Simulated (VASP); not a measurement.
# Al3Cl (P-6m2) in VASP: notebook, part 2 of 3

VASP 6.6.1. Earlier steps stand in the parts before.

## 4. Relaxation of cell and atoms, PBE

INCAR reads:

```
  PREC = Accurate
  ENCUT = 600
  EDIFF = 1E-6
  ISMEAR = 0
  SIGMA = 0.1
  LREAL = F
  LASPH = T
  NELM = 100
  ALGO = Normal
  ISIF = 3
  LWAVE = F
  LCHARG = F
  GGA = PE
  IBRION = 2
  NSW = 90
  EDIFFG = -0.04
```

KPOINTS reads:

```
Automatic mesh
0
Gamma
  6 6 2
```

POSCAR reads:

```
Al3Cl
1.0
    2.8857174800      0.0000000000      0.0000000000
   -1.4428587400      2.4991046500      0.0000000000
    0.0000000000      0.0000000000      8.9543183800
Al Cl
3 1
Direct
    0.6666666700      0.3333333300      0.5000000000
    0.3333333300      0.6666666700      0.2419234500
    0.3333333300      0.6666666700      0.7580765500
    0.6666666700      0.3333333300      0.0000000000
```

Potentials or basis: VASP PAW PBE potentials, release 64 (Al, Cl).

Command:

```console
cat potpaw_PBE.64/Al/POTCAR potpaw_PBE.64/Cl/POTCAR > POTCAR
mpirun -np 1 vasp_std > vasp.out
```

OUTCAR:

```text
PREC = Accurate
   ENCUT = 600
   EDIFF = 1E-6
   ISMEAR = 0
   LREAL = F
   LASPH = T
   NELM = 100
   ISIF = 3
   GGA = PE
   IBRION = 2
   NSW = 90
   EDIFFG = -0.04

 ion  position               nearest neighbor table
   1  0.667  0.333  0.500-   2 2.85   3 2.85   2 2.85   3 2.85   2 2.85   3 2.85
   2  0.333  0.667  0.242-   4 2.73   4 2.73   4 2.73   1 2.85   1 2.85   1 2.85
   3  0.333  0.667  0.758-   4 2.73   4 2.73   4 2.73   1 2.85   1 2.85   1 2.85
   4  0.667  0.333  0.000-   2 2.73   3 2.73   2 2.73   3 2.73   2 2.73   3 2.73

  LATTYP: Found a hexagonal cell.
 ALAT       =     2.8857174800
 C/A-ratio  =     3.1029781820

  Lattice vectors:

 A1 = (   2.8857174800,   0.0000000000,   0.0000000000)
 A2 = (  -1.4428587400,   2.4991046500,   0.0000000000)
 A3 = (   0.0000000000,   0.0000000000,   8.9543183800)

Analysis of symmetry for initial positions (statically):
=====================================================================
 Subroutine PRICEL returns:
 Original cell was already a primitive cell.

 Routine SETGRP: Setting up the symmetry group for a
 hexagonal supercell.

 Subroutine GETGRP returns: Found 12 space group operations
 (whereof 12 operations were pure point group operations)
 out of a pool of 24 trial point group operations.

The static configuration has the point symmetry D_3h.

Analysis of symmetry for dynamics (positions and initial velocities):
=====================================================================
 Subroutine PRICEL returns:
 Original cell was already a primitive cell.

 Routine SETGRP: Setting up the symmetry group for a
 hexagonal supercell.

 Subroutine GETGRP returns: Found 12 space group operations
 (whereof 12 operations were pure point group operations)
 out of a pool of 24 trial point group operations.

The dynamic configuration has the point symmetry D_3h.

 Subroutine INISYM returns: Found 12 space group operations
 (whereof 12 operations are pure point group operations),
 and found     1 'primitive' translations

----------------------------------------------------------------------------------------

                                     Primitive cell

  volume of cell :      64.5759

  direct lattice vectors                    reciprocal lattice vectors
     2.885717480  0.000000000  0.000000000     0.346534270  0.200071654  0.000000000
    -1.442858740  2.499104650  0.000000000     0.000000000  0.400143307  0.000000000
     0.000000000  0.000000000  8.954318380     0.000000000  0.000000000  0.111677959

  length of vectors
     2.885717480  2.885717484  8.954318380     0.400143308  0.400143307  0.111677959

  position of ions in fractional coordinates (direct lattice)
     0.666666670  0.333333330  0.500000000
     0.333333330  0.666666670  0.241923450
     0.333333330  0.666666670  0.758076550
     0.666666670  0.333333330  0.000000000

  ion indices of the primitive-cell ions
   primitive index   ion index
                 1           1
                 2           2
                 3           3
                 4           4

----------------------------------------------------------------------------------------

 KPOINTS: Automatic mesh

Automatic generation of k-mesh.
 Grid dimensions read from file:
 generate k-points for:    6    6    2

 Generating k-lattice:

  Cartesian coordinates                     Fractional coordinates (reciprocal lattice)
     0.057755712  0.033345276  0.000000000     0.166666667 -0.000000000  0.000000000
     0.000000000  0.066690551  0.000000000     0.000000000  0.166666667  0.000000000
     0.000000000  0.000000000  0.055838979     0.000000000  0.000000000  0.500000000

  Length of vectors
     0.066690551  0.066690551  0.055838979

  Shift w.r.t. Gamma in fractional coordinates (k-lattice)
     0.000000000  0.000000000  0.000000000

 Subroutine IBZKPT returns following result:
 ===========================================

 Found     14 irreducible k-points:

 Following reciprocal coordinates:
            Coordinates               Weight
  0.000000  0.000000  0.000000      1.000000
  0.166667  0.000000  0.000000      6.000000
  0.333333 -0.000000  0.000000      6.000000
  0.500000 -0.000000  0.000000      3.000000
  0.166667  0.166667  0.000000      6.000000
  0.333333  0.166667  0.000000     12.000000
  0.333333  0.333333  0.000000      2.000000
  0.000000  0.000000  0.500000      1.000000
  0.166667  0.000000  0.500000      6.000000
  0.333333 -0.000000  0.500000      6.000000
  0.500000 -0.000000  0.500000      3.000000
  0.166667  0.166667  0.500000      6.000000
  0.333333  0.166667  0.500000     12.000000
  0.333333  0.333333  0.500000      2.000000
   k-points           NKPTS =     14   k-points in BZ     NKDIM =     14   number of bands    NBANDS=     12
   number of dos      NEDOS =    301   number of ions     NIONS =      4
   total plane-waves  NPLWV =  41472
   dimension x,y,z NGX =    24 NGY =   24 NGZ =   72
   dimension x,y,z NGXF=    48 NGYF=   48 NGZF=  144
   ions per type =               3   1
   NGX,Y,Z   is equivalent  to a cutoff of  13.83, 13.83, 13.37 a.u.
   NGXF,Y,Z  is equivalent  to a cutoff of  27.65, 27.65, 26.74 a.u.
 SYSTEM =  unknown system
   PREC   = accura    normal or accurate (medium, high low for compatibility)
   ISTART =      0    job   : 0-new  1-cont  2-samecut
   ICHARG =      2    charge: 1-file 2-atom 10-const
   ISPIN  =      1    spin polarized calculation?
   LNONCOLLINEAR =      F non collinear calculations
   LSORBIT =      F    spin-orbit coupling
   LASPH  =      T    aspherical Exc in radial PAW
   ENCUT  =  600.0 eV  44.10 Ry    6.64 a.u.   5.76  5.76 17.88*2*pi/ulx,y,z
   NELM   =    100;   NELMIN=  2; NELMDL= -5     # of ELM steps
   EDIFF  = 0.1E-05   stopping-criterion for ELM
   LREAL  =      F    real-space projection
   EDIFFG = -.4E-01   stopping-criterion for IOM
   NSW    =     90    number of steps for IOM
   IBRION =      2    ionic relax: 0-MD 1-quasi-New 2-CG
   NFREE  =      1    steps in history (QN), initial steepest desc. (CG)
   ISIF   =      3    stress and relaxation
   ISYM   =      2    0-nonsym 1-usesym 2-fastsym
   POTIM  = 0.5000    time-step for ionic-motion
   TEBEG  =    0.0;   TEEND  =   0.0 temperature during run
   PSTRESS=    0.0 pullay stress
   NELECT =      16.0000    total number of electrons
   NUPDOWN=      -1.0000    fix difference up-down
   EMIN   =  10.00;   EMAX   =-10.00  energy-range for DOS
   EFERMI =   0.00;   METHOD = LEGACY
   ISMEAR =     0;   SIGMA  =   0.10  broadening in eV -4-tet -1-fermi 0-gaus
   EFERMI_NEDOS =   21; number of points for ismear=-14 and -15
   IALGO  =     38    algorithm
   IMIX   =      4    mixing-type and parameters
     AMIX     =   0.40;   BMIX     =  1.00
     AMIX_MAG =   1.60;   BMIX_MAG =  1.00
  volume/ion in A,a.u.               =      16.14       108.94
  Fermi-wavevector in a.u.,A,eV,Ry     =   1.028232  1.943077 14.384917  1.057262
  Thomas-Fermi vector in A             =   2.162218
   LORBIT       =      0    0 simple, 1 ext, 2 COOP (PROOUT), +10 PAW based schemes
   GGA     = PE    functional components
   LHFCALC =     F    Hartree Fock is set to
   AEXX    =    0.0000 exact exchange contribution
   IVDW    =     0    specifies the selected vdW correction
   LEPSILON=     F    determine dielectric tensor
   LRPA    =     F    only Hartree local field effects (RPA)
 conjugate gradient relaxation of ions
 non-spin polarized calculation
 Gauss-broadening in eV      SIGMA  =   0.10
  energy-cutoff  :      600.00
  volume of cell :       64.58
 maximum number of plane-waves:      2172
 NGX is ok and might be reduce to    24
   NGX = 11   NGY = 11   NGZ = 35

--------------------------------------- Ionic step        1  -------------------------------------------

 number of electron      15.9999999 magnetization

 Free energy of the ion-electron system (eV)
  ---------------------------------------------------
  ext. energy  EPLUGINS =         0.00000000
  ---------------------------------------------------
  free energy    TOTEN  =       -12.98297641 eV

  energy without entropy =      -12.97112532  energy(sigma->0) =      -12.97705087

 E-fermi :   7.7756     XC(G=0): -10.4184

 val. band max:        7.6682661218   @ k =   0.3333  -0.0000   0.5000
 cond. band min:       7.8086798684   @ k =   0.3333   0.1667   0.5000
 fundamental gap:      0.1404137466
 Fermi energy:         7.7756377596

 k-point     1 :       0.0000    0.0000    0.0000
  band No.  band energies     occupation
      1      -9.8839      2.00000
      2      -2.3939      2.00000
      3      -1.9887      2.00000
      4       2.0088      2.00000
      5       2.7213      2.00000
      6       7.1182      2.00000
      7       7.1182      2.00000
      8       9.4281      0.00000
      9      11.2297      0.00000
     10      16.3754      0.00000
     11      17.9888      0.00000
     12      18.3151      0.00000
[... 342 lines left out ...]
  energy  without entropy=      -13.1620835161  energy(sigma->0) =      -13.16841794

--------------------------------------- Ionic step        5  -------------------------------------------

 number of electron      16.0000000 magnetization

 Free energy of the ion-electron system (eV)
  ---------------------------------------------------
  ext. energy  EPLUGINS =         0.00000000
  ---------------------------------------------------
  free energy    TOTEN  =       -13.17735472 eV

  energy without entropy =      -13.16465840  energy(sigma->0) =      -13.17100656

 E-fermi :   6.6419     XC(G=0):  -9.9813

 val. band max:        6.5748752379   @ k =   0.3333  -0.0000   0.5000
 cond. band min:       6.7015595480   @ k =   0.3333   0.1667   0.5000
 fundamental gap:      0.1266843101
 Fermi energy:         6.6418725830

 k-point     1 :       0.0000    0.0000    0.0000
  band No.  band energies     occupation
      1     -10.5761      2.00000
      2      -2.7092      2.00000
      3      -2.4807      2.00000
      4       1.4198      2.00000
      5       1.8880      2.00000
      6       5.3682      2.00000
      7       5.3682      2.00000
      8       8.2680      0.00000
      9       9.9121      0.00000
     10      14.5028      0.00000
     11      16.0553      0.00000
     12      16.2150      0.00000
[... 224 lines left out ...]
  FREE ENERGIE OF THE ION-ELECTRON SYSTEM (eV)
  ---------------------------------------------------
  free  energy   TOTEN  =       -13.1773547203 eV

  energy  without entropy=      -13.1646583982  energy(sigma->0) =      -13.17100656

 reached required accuracy - stopping structural energy minimisation
```

CONTCAR:

```text
Al3Cl
   1.00000000000000
     3.0128521715321623    0.0000000000000000    0.0000000000000000
    -1.5064260857660812    2.6092065231173125   -0.0000000000000000
    -0.0000000000000000    0.0000000000000000    9.1787067529452173
  Al              Cl
     3     1
Direct
     0.6666666699999979    0.3333333300000021    0.5000000000000000
     0.3333333300000021    0.6666666699999979    0.2369044309848796
     0.3333333300000021    0.6666666699999979    0.7630955690151204
     0.6666666699999979    0.3333333300000021    1.0000000000000000

  0.00000000E+00  0.00000000E+00  0.00000000E+00
  0.00000000E+00  0.00000000E+00  0.00000000E+00
  0.00000000E+00  0.00000000E+00  0.00000000E+00
  0.00000000E+00  0.00000000E+00  0.00000000E+00
```

It took 20 s on 1 thread of Intel Xeon 6975P-C (Granite Rapids), shared host; peak memory 0.19 GiB.

Results:

| Item | Value |
| --- | --- |
| Free energy | -13.1774 eV |
| Relaxed volume | 18.04 Å³/atom |
| Relaxed cell | a = 3.013 Å, b = 3.013 Å, c = 9.179 Å, α = 90.00°, β = 90.00°, γ = 120.00° |
| Space group after relaxing (to 0.05 Å) | P-6m2 (No. 187) |
| Energy gained by relaxing | 48.6 meV/atom |
| Ionic steps | 5 |
| Pressure after relaxing | -0.1 GPa |
| Largest force after relaxing | 0.025 eV/Å |
| Band gap on the k mesh | zero (band 8 reaches 8.45 eV, above the bottom of band 9 at 5.67 eV) |

Forces in eV/Å, atoms in the order of the input:
```
Al   0.000  0.000  0.000
Al   0.000  0.000 -0.025
Al   0.000  0.000  0.025
Cl   0.000  0.000  0.000
```

Step by step:
```tsv
step	energy change (eV)	largest force (eV/Å)	pressure (GPa)	volume (Å³)
1	0.0000	0.3972	7.80	64.58
2	-0.1879	0.2087	-0.09	72.18
3	-0.1879	0.2094	-0.11	72.19
4	-0.1918	0.1380	-0.11	72.17
5	-0.1944	0.0251	-0.08	72.16
```

Final structure:
```
CELL_PARAMETERS angstrom
3.01285 0.00000 0.00000
-1.50643 2.60921 0.00000
0.00000 0.00000 9.17871
ATOMIC_POSITIONS crystal
Al 0.66667 0.33333 0.50000
Al 0.33333 0.66667 0.23690
Al 0.33333 0.66667 0.76310
Cl 0.66667 0.33333 0.00000
```

Caveat: the k points lie up to 0.40 Å⁻¹ apart in the final cell.

(Part 2 of 3 ends here.)
